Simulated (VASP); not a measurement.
Runs of VASP 6.6.1 on ZnO. The structure is cubic, space group Pm-3m (No. 221). The conventional cell has a = 2.646 Å, b = 2.646 Å, c = 2.646 Å, α = 90.00°, β = 90.00°, γ = 90.00°. Within 3.0 Å of Zn (site symmetry m-3m) lie 8 O at 2.29 Å and 6 Zn at 2.65 Å. Within 3.0 Å of O (site symmetry m-3m) lie 8 Zn at 2.29 Å and 6 O at 2.65 Å. 

```tsv
level	k mesh	cutoff (eV)	smearing	grid for exact exchange (PRECFOCK)	share of exact exchange	screening parameter	gap on the mesh (eV)	pressure (GPa)
PBE-based screened hybrid	4 × 4 × 4	520	fermi-dirac 0.02 eV	Normal	0.05	0.3 1/Å	none	8.8
PBE	4 × 4 × 4	600	fermi-dirac 0.02 eV	-	-	-	none	(a)
PBE	2 × 2 × 2	600	fermi-dirac 0.02 eV	-	-	-	none	29.2
HSE06	4 × 4 × 4	520	gaussian 0.5 eV	Normal	-	0.2079 1/Å	0.77	(b)
PBE	6 × 6 × 6	600	gaussian 0.05 eV	-	-	-	none	9.1
```

Alike in all rows: task single point; potentials or basis VASP PAW PBE potentials, release 64 (Zn, O); no spin polarisation; cell as given.

Q: Estimate the missing entries.

A: (a) 9.9; (b) 1.8.

Caveats: all runs use coarse meshes; the PAW data sets were made with another functional, which shifts forces and pressure a little (some runs).

A k mesh can miss the band edges.

A gap of «none» marks levels without a gap at the run's occupations.
